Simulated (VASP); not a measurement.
A run of VASP 6.6.1 is set up as follows.

File INCAR:

```
PREC = Accurate
ENCUT = 520
EDIFF = 1E-6
ISMEAR = 0
SIGMA = 0.05
LREAL = F
LASPH = T
NELM = 60
ALGO = Normal
ISIF = 2
LWAVE = F
LCHARG = T
GGA = PE
LELF = T
LVHAR = T
NBANDS = 18
```

The input KPOINTS:

```
regular mesh
0
Gamma
  8 8 8
```

POSCAR

```
BiTe
1.0
    0.0000000000      3.5984491871      3.5984491871
    3.5984491871      0.0000000000      3.5984491871
    3.5984491871      3.5984491871      0.0000000000
Bi Te
1 1
Direct
    0.0000000000      0.0000000000      0.0000000000
    0.2500000000      0.2500000000      0.2500000000
```

Potentials or basis: VASP PAW PBE potentials, release 64 (Bi_d, Te).

Command:

```sh
$ cat potpaw_PBE.64/Bi_d/POTCAR potpaw_PBE.64/Te/POTCAR > POTCAR
$ mpirun -np 1 vasp_std > vasp.out
```

**Question.** What does it give for the pressure?

**Answer.** 0.5 GPa.
